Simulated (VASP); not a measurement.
Set up this calculation in VASP 6.6.1, as the native input.

```
Task                   : single point
Functional             : PBE
Potentials or basis    : VASP PAW PBE potentials, release 64 (Al)
Cutoff                 : 520 eV
k mesh                 : 22 × 22 × 22
Occupations            : gaussian, width 0.15 eV
Spin                   : no spin polarisation
Dipole correction      : no
Further INCAR settings : ALGO = Normal; EDIFF = 1e-06; NBANDS = 8
```

The structure of Al lies in POSCAR:

```
Al
1.0
    0.0000000000      1.8032519626      2.5497982752
    1.8032519626      0.0000000000      2.5497982752
    1.8032519626      1.8032519626      0.0000000000
Al
1
Direct
    0.0000000000      0.0000000000      0.0000000000
```

This cell differs from its parent crystal: ratio of the length along z to the lengths across it x 1.414, volume and fractional coordinates fixed.

The input as run:

INCAR

```
SYSTEM = Al
  ALGO = Normal
  EDIFF = 1E-6
  ENCUT = 520
  GGA = PE
  ISIF = 2
  ISMEAR = 0
  LASPH = .TRUE.
  LCHARG = .FALSE.
  LREAL = .FALSE.
  LWAVE = .FALSE.
  NBANDS = 8
  NELM = 80
  PREC = Accurate
  SIGMA = 0.15
```

KPOINTS

```
k-points
0
G
  22 22 22
  0 0 0
```

Potentials or basis: VASP PAW PBE potentials, release 64 (Al).

Command:

```bash
$ cat potpaw_PBE.64/Al/POTCAR > POTCAR
$ mpirun -np 1 vasp_std > vasp.out
```

It gave:

- Pressure: 9.0 GPa

It took 32 s on 1 thread of Intel(R) Xeon(R) 6975P-C (Granite Rapids), on a shared host, peak memory 0.2 GiB.
